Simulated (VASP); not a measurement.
**LuBe: density of states with PBE**

The system is LuBe.

```
CELL_PARAMETERS angstrom
-0.00559 2.46353 2.45980
2.43716 -0.02991 2.48412
2.41928 2.46997 -0.01203
ATOMIC_POSITIONS crystal
Be 0.53770 0.49826 0.48747
Lu 0.04056 0.94262 0.01954
```

```
Program                 : VASP 6.6.1
Task                    : density of states
Functional              : PBE
Potentials or basis     : VASP PAW PBE potentials, release 64 (Be, Lu)
Cutoff                  : 520 eV
k mesh                  : 6 × 6 × 6, shifted
Occupations             : fermi-dirac, width 0.1 eV
Spin                    : no spin polarisation
Dipole correction       : no
k mesh for the DOS      : 9 × 9 × 9
Occupations for the DOS : tetrahedron
Further INCAR settings  : ALGO = Normal; EDIFF = 1e-06
```

```yaml
Valence_electrons_inside_the_program's_atomic_spheres: Be 1.22; Lu 23.56
```

Levels at points of the mesh, in eV from the Fermi level:
| k point | band 10 | band 11 | band 12 | band 13 | band 14 | band 15 | band 16 | band 17 |
| --- | --- | --- | --- | --- | --- | --- | --- | --- |
| (0.00, 0.00, 0.00) | -3.69 | -3.69 | -3.68 | 2.27 | 2.64 | 2.66 | 4.07 | 4.48 |

Run time: 6.3 min on 1 thread of AMD EPYC 7R13, on a shared host, peak memory 0.31 GiB.

Caveat: the k points lie up to 0.37 Å⁻¹ apart; spin-orbit coupling is left out, which moves the levels of the heavy elements.
